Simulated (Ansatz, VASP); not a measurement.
# One calculation of TaN, two programs

```
CELL_PARAMETERS angstrom
2.98900 0.00000 0.00000
-1.49450 2.58855 0.00000
0.00000 0.00000 4.94000
ATOMIC_POSITIONS crystal
Ta 0.33333 0.66667 0.00000
Ta 0.66667 0.33333 0.50000
N 0.33333 0.66667 0.38500
N 0.66667 0.33333 0.88500
```

Change from the starting cell: equal xx and yy strain of -2 %, PAW files.

Alike in both runs: task electric field gradients; functional PBE; k mesh 9 × 9 × 5; occupations fermi-dirac, width 0.01 eV; no spin polarisation.

|  | VASP | Ansatz |
| --- | --- | --- |
| version | VASP 6.6.1 | Ansatz 0.2.0 |
| potentials or method | VASP PAW PBE potentials, release 64 (Ta_pv, N) | PAW with Ansatz's default frozen-core files, scalar-relativistic |
| plane-wave cutoff (eV) | 520 | 420 |
| valence electrons in the cell | 32 | 36 |

|  | VASP | Ansatz | Ansatz less VASP |
| --- | --- | --- | --- |
| pressure (GPa) | 173.8 | 170.1 | -3.79 |
| traceless stress, the component that is largest in VASP (GPa) | -29.05 | -28.37 | +0.679 |
| rms of the force components (eV/Å) | 2.093 | 2.068 | -0.0245 |
| size of Vzz on the site where it differs most (V/Å²) | 155.6 | 158.0 | +2.38 |

Atom by atom the forces differ by 0.024 eV/Å (rms over components). Both programs put the cell under a high pressure, so it lies far from rest at this level. With one functional, cell and mesh, what is left measures potentials, basis and numerics. VASP's potentials hold 32 valence electrons a cell and Ansatz's 36, so a difference there can come from the potentials and not from the codes.

Spin-orbit coupling is off throughout. Noted on VASP's run: the cell as given lies far from equilibrium.
